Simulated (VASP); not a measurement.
Runs of VASP 6.6.1 on BN. The structure is that of space group P6_3/mmc (No. 194), or close to it. The cells are those of the table. 

| task | cell | k mesh | cutoff (eV) | gap on the mesh (eV) | pressure (GPa) |
| --- | --- | --- | --- | --- | --- |
| single point | a = 2.418, b = 2.418, c = 4.263 Å, angles 90.0, 90.0, 120.0°, 4 atoms | 12 × 12 × 6 | 520 | (a) | (c) |
| single point | a = 2.484, b = 2.484, c = 5.586 Å, angles 90.0, 90.0, 120.0°, 4 atoms | 12 × 12 × 4 | 520 | 3.91 | 12.3 |
| single point | a = 2.497, b = 2.497, c = 6.135 Å, angles 90.0, 90.0, 120.0°, 4 atoms | 12 × 12 × 4 | 520 | 4.01 | 4.3 |
| relaxation of cell and atoms | relaxed to 90 GPa from a = 2.381, b = 2.381, c = 4.552 Å, angles 90.0, 90.0, 120.0°, 4 atoms | 12 × 12 × 6 | 600 | 3.31 | 90.1 |
| single point | a = 2.504, b = 2.504, c = 7.073 Å, angles 90.0, 90.0, 120.0°, 4 atoms | 12 × 12 × 4 | 520 | (b) | 0.3 |

Alike in all rows: level PBEsol; potentials or basis VASP PAW PBE potentials, release 64 (B, N); no spin polarisation; smearing gaussian 0.02 eV.

**Question.** Fill in the values left out.

**Answer.** (a) 3.32; (b) 4.27; (c) 90.7.

Caveats: the PAW data sets were made with another functional, which shifts forces and pressure a little; this functional lacks dispersion, which binds the layers, so the pressure and a relaxed spacing across them are unreliable (some runs); the cell is relaxed towards a set pressure, so the enthalpy falls and the energy may rise (some runs).

A k mesh can miss the band edges.
